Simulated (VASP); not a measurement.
Write the native input for VASP 6.6.1 that does the following.

```yaml
Task: single point
Functional: BLYP
Potentials_or_basis: VASP PAW PBE potentials, release 64 (Ta_pv)
Cutoff: 520 eV
k_mesh: 13 × 13 × 13
Occupations: fermi-dirac, width 0.1 eV
Spin: no spin polarisation
Dipole_correction: no
Further_INCAR_settings: ALGO = Normal; EDIFF = 1e-06; NBANDS = 12
```

The structure of Ta lies in POSCAR:

```
Ta
1.0
    0.0000000000      2.1324560260      2.1324560260
    2.1324560260      0.0000000000      2.1324560260
    2.1324560260      2.1324560260      0.0000000000
Ta
1
Direct
    0.0000000000      0.0000000000      0.0000000000
```

These files were run (other wordings do the same):

INCAR

```
PREC = Accurate
ENCUT = 520
EDIFF = 1E-6
ISMEAR = -1
SIGMA = 0.1
LREAL = False
LASPH = True
NELM = 100
ALGO = Normal
ISIF = 2
LWAVE = False
LCHARG = False
GGA = B5
ALDAX = 1.0
AGGAX = 1.0
AGGAC = 1.0
ALDAC = 0.0
NBANDS = 12
```

KPOINTS

```
regular mesh
0
Gamma
  13 13 13
```

Potentials or basis: VASP PAW PBE potentials, release 64 (Ta_pv).

Run with:

```console
$ cat potpaw_PBE.64/Ta_pv/POTCAR > POTCAR
$ mpirun -np 1 vasp_std > vasp.out
```

Results of the run:

- Pressure: 0.8 GPa

Caveat: the PAW data sets were made with another functional, which shifts forces and pressure a little.

Wall time 10 s on 1 thread of Intel(R) Xeon(R) Platinum 8488C (Sapphire Rapids) (shared host), peak memory 0.15 GiB.
